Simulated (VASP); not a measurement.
Set up this calculation in VASP 6.6.1, as the native input.

```yaml
Task: single point
Functional: PBE
Potentials_or_basis: VASP PAW PBE potentials, release 64 (Si, Sb)
Cutoff: 520 eV
k_mesh: 12 × 12 × 12
Occupations: gaussian, width 0.1 eV
Spin: no spin polarisation
Dipole_correction: no
Further_INCAR_settings: ALGO = Normal; EDIFF = 1e-07; NBANDS = 14
```

The structure of SiSb2 lies in POSCAR:

```
SiSb2
1.0
    0.0000000000      3.4003572843      3.4003572843
    3.4003572843      0.0000000000      3.4003572843
    3.4003572843      3.4003572843      0.0000000000
Si Sb
1 2
Direct
    0.0000000000      0.0000000000      0.0000000000
    0.2500000000      0.2500000000      0.2500000000
    0.7500000000      0.7500000000      0.7500000000
```

These files were run (other wordings do the same):

INCAR

```
SYSTEM = SiSb2
ALGO = Normal
EDIFF = 1E-7
ENCUT = 520
GGA = PE
ISIF = 2
ISMEAR = 0
LASPH = .True.
LCHARG = .True.
LELF = .True.
LREAL = .False.
LVHAR = .True.
LWAVE = .False.
NBANDS = 14
NELM = 80
PREC = Accurate
SIGMA = 0.1
```

KPOINTS

```
k-points
0
Gamma
  12 12 12
  0 0 0
```

Potentials or basis: VASP PAW PBE potentials, release 64 (Si, Sb).

Launch:

```sh
$ cat potpaw_PBE.64/Si/POTCAR potpaw_PBE.64/Sb/POTCAR > POTCAR
$ mpirun -np 1 vasp_std > vasp.out
```

Results of the run:

* Pressure: 0.0 GPa
* Band gap on the k mesh: zero (bands 7 and 8 overlap by 3.96 eV)

Caveat: spin-orbit coupling is left out, which moves the levels of the heavy elements.

It took 63 s on 1 thread of Intel(R) Xeon(R) Platinum 8259CL CPU @ 2.50GHz (Skylake/Cascade Lake), with other jobs on the host, peak memory 0.24 GiB.
